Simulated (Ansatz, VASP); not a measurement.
# SnO2 in VASP and in Ansatz

```
CELL_PARAMETERS angstrom
4.73735 0.00000 0.00000
0.00000 4.73735 0.00000
0.00000 0.00000 3.18640
ATOMIC_POSITIONS crystal
Sn 0.00000 0.00000 0.00000
Sn 0.50000 0.50000 0.50000
O 0.30562 0.30562 0.00000
O 0.19438 0.80562 0.50000
O 0.69438 0.69438 0.00000
O 0.80562 0.19438 0.50000
```

Alike in both runs: task single point; functional LDA; k mesh 4 × 4 × 6; occupations gaussian, width 0.1 eV; no spin polarisation.

```csv
,VASP,Ansatz
version,VASP 6.6.1,Ansatz 0.2.0
potentials or method,"VASP PAW LDA potentials, release 64 (Sn_d, O), cutoff 520 eV","scalar-relativistic, plane waves, PAW"
valence electrons in the cell,52,52
```

|  | VASP | Ansatz | Ansatz less VASP |
| --- | --- | --- | --- |
| gap on the k mesh at the Fermi level (eV) | 1.14 | 1.11 | -0.029 |
| least direct gap on the mesh (eV) | 1.14 | 1.11 | -0.029 |
| pressure (GPa) | 0.0 | -1.3 | -1.37 |
| traceless stress, the component that is largest in VASP (GPa) | 0.67 | 0.31 | -0.363 |
| rms of the force components (eV/Å) | 0.023 | 0.036 | +0.0129 |

Ansatz warns that its potentials were made for another functional, while VASP's fit it. LDA's correlation is that of Perdew and Zunger in VASP and of Perdew and Wang (1992) in Ansatz. Atom by atom the forces differ by 0.013 eV/Å (rms over components).
